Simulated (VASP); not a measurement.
Here is a VASP 6.6.1 calculation.

INCAR

```
PREC     = Accurate       # precision mode
ENCUT    = 520            # plane-wave cutoff, eV
EDIFF    = 1E-8           # SCF threshold, eV
ISMEAR   = -1             # smearing method
SIGMA    = 0.05           # smearing width, eV
LREAL    = False          # projectors in reciprocal space
LASPH    = True           # aspherical terms in the spheres
NELM     = 100            # most SCF steps
ALGO     = Normal         # electronic algorithm
ISIF     = 2              # what is computed and relaxed
LWAVE    = False          # write WAVECAR
LCHARG   = False          # write CHGCAR
GGA      = PS             # functional
LEFG     = True         
NBANDS   = 20             # bands
```

KPOINTS

```
regular mesh
0
Gamma
  9 9 9
```

The input POSCAR:

```
Nb
1.0
    0.0000000000      2.8296800281      2.8296800281
    2.8296800281      0.0000000000      2.8296800281
    2.8296800281      2.8296800281      0.0000000000
Nb
2
Direct
   -0.2600000000     -0.0800000000     -0.0800000000
    0.2600000000      0.0800000000      0.0800000000
```

Potentials or basis: VASP PAW PBE potentials, release 64 (Nb_sv).

Launch:

```bash
$ cat potpaw_PBE.64/Nb_sv/POTCAR > POTCAR
$ mpirun -np 1 vasp_std > vasp.out
```

(1) What does it give for the band gap on the k mesh?

(2) Predict the pressure.

## Answers

(1) zero (bands 13 and 14 overlap by 1.30 eV).

(2) 116.2 GPa.

Caveat: the cell differs from its parent crystal (shortest bond scaled by 0.64); atoms lie so close that the PAW spheres overlap strongly, which falsifies energies and pressures; the cell stands under pressure; without QUAD_EFG the Cq values of the log hold for a quadrupole moment of 1 mb, not for the nuclei; the PAW data sets were made with another functional, which shifts forces and pressure a little.
